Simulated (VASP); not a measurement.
## GaN: single point with r2SCAN

Crystal: GaN.

```xyz
2
Lattice="0.0000 2.2490 2.2490 2.2490 0.0000 2.2490 2.2490 2.2490 0.0000" Properties=species:S:1:pos:R:3 pbc="T T T"
Ga    0.0000    0.0000    0.0000
N     3.3734    3.3734    3.3734
```

- Program: VASP 6.6.1
- Task: single point
- Functional: r2SCAN
- Potentials or basis: VASP PAW PBE potentials, release 64 (Ga_d, N)
- Cutoff: 520 eV
- k mesh: 10 × 10 × 10
- Occupations: gaussian, width 0.01 eV
- Spin: no spin polarisation
- Dipole correction: no
- Further INCAR settings: ALGO = Normal; EDIFF = 1e-07; NBANDS = 16

```yaml
Pressure: 1.1 GPa
Band_gap_on_the_k_mesh: 2.16 eV, direct
```

Levels at points of the mesh, in eV from the valence-band top:
```
           k point  band 6  band 7  band 8  band 9  band 10  band 11  band 12  band 13
(0.00, 0.00, 0.00)  -13.48    0.00    0.00    0.00     2.16    11.04    11.04    11.04
(0.50, 0.00, 0.00)  -12.35   -7.20   -1.00   -1.00     5.21     9.47    11.03    11.03
(0.50, 0.50, 0.00)  -11.97   -6.24   -2.80   -2.80     3.77     7.28    12.63    15.01
```

Wall time 26 s on 1 thread of Intel(R) Xeon(R) 6975P-C (Granite Rapids) (shared host), peak memory 0.15 GiB.

Caveat: the PAW data sets were made with another functional, which shifts forces and pressure a little. r2SCAN opens gaps a little over a GGA but as a rule still falls short of measured ones.
